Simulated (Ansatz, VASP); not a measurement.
**Ni2N in VASP and in Ansatz**

```
CELL_PARAMETERS angstrom
3.79957 0.00000 0.00000
-1.89979 3.29053 0.00000
0.00000 0.00000 2.44143
ATOMIC_POSITIONS crystal
Ni 0.33333 0.66667 0.50000
Ni 0.66667 0.33333 0.50000
N 0.00000 0.00000 0.00000
```

Change from the starting cell: species swapped into the CrB2 type (P6/mmm, No. 191).

Alike in both runs: functional PBE; k mesh 12 × 12 × 18; occupations gaussian, width 0.1 eV; no spin polarisation.

Ansatz relaxed the structure, and its values are those at the end. VASP's run is a single point on that final structure, the one shown.

```csv
,VASP,Ansatz
version,VASP 6.6.1,Ansatz 0.2.0
potentials or method,"VASP PAW PBE potentials, release 64 (Ni, N), cutoff 520 eV","scalar-relativistic, plane waves, PAW"
valence electrons in the cell,25,41
```

Ansatz gave:

- gap on the k mesh at the Fermi level (eV): none
- pressure (GPa): 0.0

Question: Estimate VASP's values.

Answer: gap on the k mesh at the Fermi level (eV): none; pressure (GPa): -0.2.

A gap of «none» marks a metal or a gap that the smearing closes. VASP's potentials hold 25 valence electrons a cell and Ansatz's 41, so a difference there can come from the potentials and not from the codes.
